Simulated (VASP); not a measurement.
Wanted: the native input for a VASP 6.6.1 run.

```
Task                   : single point
Functional             : PBE
Potentials or basis    : VASP PAW PBE potentials, release 64 (Co, O)
Cutoff                 : 520 eV
k mesh                 : 14 × 14 × 14
Occupations            : gaussian, width 0.02 eV
Spin                   : collinear spin, ferromagnetic start
Starting moments       : [3.0, 0.0] μB
Hubbard terms          : Co d U = 3.32 eV
Dipole correction      : no
Further INCAR settings : ALGO = Normal; EDIFF = 1e-06; NBANDS = 18
```

The structure of CoO lies in POSCAR:

```
CoO
1.0
    0.0000000000      2.3192549574      2.3192549574
    2.3192549574      0.0000000000      2.3192549574
    2.3192549574      2.3192549574      0.0000000000
Co O
1 1
Direct
    0.0000000000      0.0000000000      0.0000000000
    0.2500000000      0.2500000000      0.2500000000
```

One way to write it, as run:

INCAR

```
ALGO = Normal
EDIFF = 1E-6
ENCUT = 520
GGA = PE
ISIF = 2
ISMEAR = 0
ISPIN = 2
LASPH = True
LCHARG = False
LDAU = True
LDAUJ = 0 0
LDAUL = 2 -1
LDAUPRINT = 1
LDAUTYPE = 2
LDAUU = 3.32 0
LMAXMIX = 4
LORBIT = 11
LREAL = False
LWAVE = False
MAGMOM = 3 0
NBANDS = 18
NELM = 150
PREC = Accurate
SIGMA = 0.02
```

KPOINTS

```
k-points
0
Gamma
  14 14 14
```

Potentials or basis: VASP PAW PBE potentials, release 64 (Co, O).

Command:

```bash
$ cat potpaw_PBE.64/Co/POTCAR potpaw_PBE.64/O/POTCAR > POTCAR
$ mpirun -np 1 vasp_std > vasp.out
```

It gave:

```yaml
Pressure: -1.7 GPa
Band_gap_on_the_k_mesh: 0.59 eV
Net_moment: 3.00 μB per cell
Site_moments: Co +2.71; O +0.18 μB
Valence_electrons_inside_the_program's_atomic_spheres: Co 7.86; O 5.00
```

Caveat: a cell with one magnetic atom can't hold antiferromagnetic order, which such compounds often take.

Wall time 59 s on 1 thread of AMD EPYC 9R45 96-Core Processor (Zen 5), on a shared host, peak memory 0.17 GiB.
